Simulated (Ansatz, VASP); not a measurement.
Ta: VASP beside Ansatz

```
Ta
1.0
     5.01163    0.00000    0.00000
    -2.50581    4.34019    0.00000
     0.00000    0.00000    2.81416
Ta
3
Direct
  0.00000 0.00000 0.00000
  0.33333 0.66667 0.50000
  0.66667 0.33333 0.50000
```

Alike in both runs: task single point; functional revPBE; k mesh 9 × 9 × 13; occupations fermi-dirac, width 0.1 eV; no spin polarisation.

|  | VASP | Ansatz |
| --- | --- | --- |
| version | VASP 6.6.1 | Ansatz 0.2.0 |
| potentials or method | VASP PAW PBE potentials, release 64 (Ta_pv), cutoff 520 eV | plane waves (420 eV) with PAW, scalar-relativistic |
| valence electrons in the cell | 33 | 39 |

Ansatz gave:

* pressure (GPa): -11.9
* traceless stress, the component that is largest in VASP (GPa): -0.99

**Question.** What did VASP give for the same quantities?

**Answer.** Pressure (GPa): -11.9; traceless stress, the component that is largest in VASP (GPa): -0.96.

VASP's potentials were made for PBE, not for revPBE. VASP's potentials hold 33 valence electrons a cell and Ansatz's 39, so a difference there can come from the potentials and not from the codes.

Neither program's run includes spin-orbit coupling.
